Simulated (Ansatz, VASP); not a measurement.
**One calculation of Al2Au, two programs**

```
Al Au
1.0
     0.00000    3.06426    3.06426
     3.06426    0.00000    3.06426
     3.06426    3.06426    0.00000
Al Au
2 1
Direct
  0.25000 0.25000 0.25000
  0.75000 0.75000 0.75000
  0.00000 0.00000 0.00000
```

Alike in both runs: functional r2SCAN; k mesh 10 × 10 × 10; occupations fermi-dirac, width 0.1 eV; no spin polarisation.

Ansatz relaxed the structure, and its values are those at the end. VASP's run is a single point on that final structure, the one shown.

```csv
,VASP,Ansatz
version,VASP 6.6.1,Ansatz 0.2.0
potentials or method,"VASP PAW PBE potentials, release 64 (Al, Au), cutoff 520 eV",PAW plane waves
valence electrons in the cell,17,25
```

|  | VASP | Ansatz | Ansatz less VASP |
| --- | --- | --- | --- |
| pressure (GPa) | -6.3 | -6.0 | +0.28 |

VASP's potentials were made for PBE, not for r2SCAN. With one functional, cell and mesh, what is left measures potentials, basis and numerics. VASP's potentials hold 17 valence electrons a cell and Ansatz's 25, so a difference there can come from the potentials and not from the codes. Ansatz's warnings: stress scf threshold loose.

Neither program's run includes spin-orbit coupling.
